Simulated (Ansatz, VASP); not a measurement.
# Two plane-wave programs on BN

```
B N
1.0
     0.00000    3.20262    2.58011
     1.14682    0.00000    2.58011
     1.14682    3.20262    0.00000
B N
1 1
Cartesian
  1.1468 3.2026 0.0003
  1.1468 3.2026 3.4401
```

Alike in both runs: task single point; functional r2SCAN; k mesh 12 × 12 × 12; occupations gaussian, width 0.05 eV; no spin polarisation.

|  | VASP | Ansatz |
| --- | --- | --- |
| version | VASP 6.6.1 | Ansatz 0.2.0 |
| potentials or method | VASP PAW PBE potentials, release 64 (B, N), cutoff 520 eV | scalar-relativistic, plane waves, PAW |
| valence electrons in the cell | 8 | 8 |

|  | VASP | Ansatz | Ansatz less VASP |
| --- | --- | --- | --- |
| gap on the k mesh at the Fermi level (eV) | 2.43 | 2.42 | -0.012 |
| least direct gap on the mesh (eV) | 3.64 | 3.61 | -0.024 |
| pressure (GPa) | -15.7 | -15.9 | -0.27 |
| traceless stress, the component that is largest in VASP (GPa) | -95.70 | -95.73 | -0.033 |
| rms of the force components (eV/Å) | 0.478 | 0.504 | +0.0264 |

VASP's potentials were made for PBE, not for r2SCAN. Atom by atom the forces differ by 0.026 eV/Å (rms over components). The functional is the same, so the differences come from potentials, cutoffs and numerics.
